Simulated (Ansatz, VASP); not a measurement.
**KI: VASP beside Ansatz**

File POSCAR:

```
KI
1.0
    5.9784420157      0.0000000000      0.0000000000
   -2.9892210079      5.1774826607      0.0000000000
    0.0000000000      0.0000000000      6.9680173002
K I
2 2
Direct
    0.3333333333      0.6666666667     -0.0625000000
    0.6666666667      0.3333333333      0.4375000000
    0.3333333333      0.6666666667      0.4375000000
    0.6666666667      0.3333333333      0.9375000000
```

The input INCAR.step1:

```
SYSTEM = KI
ALGO = Normal
EDIFF = 1E-4
ENCUT = 520
GGA = PE
ISMEAR = 0
LASPH = .True.
LCHARG = .False.
LREAL = .False.
LWAVE = .True.
NBANDS = 24
NELM = 100
PREC = Accurate
SIGMA = 0.01
```

File INCAR.step2:

```
SYSTEM = KI
ALGO = Normal
EDIFF = 1E-6
ENCUT = 520
ISIF = 2
ISMEAR = 0
ISTART = 1
LASPH = .True.
LCHARG = .False.
LMIXTAU = .True.
LREAL = .False.
LWAVE = .False.
METAGGA = R2SCAN
NBANDS = 24
NELM = 100
PREC = Accurate
SIGMA = 0.01
```

The input KPOINTS:

```
k-points
0
Gamma
  6 6 4
  0 0 0
```

Input for Ansatz:

```yaml
crystal:
  lattice:
    - [5.9784420157, 0.0, 0.0]
    - [-2.9892210079, 5.1774826607, 0.0]
    - [0.0, 0.0, 6.9680173002]
  atoms:
    - { symbol: K, position: [0.3333333333, 0.6666666667, -0.0625] }
    - { symbol: K, position: [0.6666666667, 0.3333333333, 0.4375] }
    - { symbol: I, position: [0.3333333333, 0.6666666667, 0.4375] }
    - { symbol: I, position: [0.6666666667, 0.3333333333, 0.9375] }
kpoints:
  mp_grid: { grid: [6, 6, 4] }
hamiltonian:
  xc: r2scan
scf:
  occupations: { method: fixed }
  n_extra_bands: 5
output:
  forces: true
  stress: true
  eigenvalues: true
```

Alike in both runs: task single point; functional r2SCAN; k mesh 6 × 6 × 4; no spin polarisation.

```csv
,VASP,Ansatz
version,VASP 6.6.1,Ansatz 0.2.0
potentials or method,"VASP PAW PBE potentials, release 64 (K_sv, I)","plane waves, PAW"
plane-wave cutoff (eV),520,500
occupations,"gaussian, width 0.01 eV",fixed
valence electrons in the cell,32,52
```

|  | VASP | Ansatz | Ansatz less VASP |
| --- | --- | --- | --- |
| gap on the k mesh at the Fermi level (eV) | 4.38 | 4.38 | +0.004 |
| pressure (GPa) | 0.3 | 0.3 | 0.00 |

VASP's potentials were made for PBE, not for r2SCAN. VASP's potentials hold 32 valence electrons a cell and Ansatz's 52, so a difference there can come from the potentials and not from the codes.

Spin-orbit coupling is off throughout.
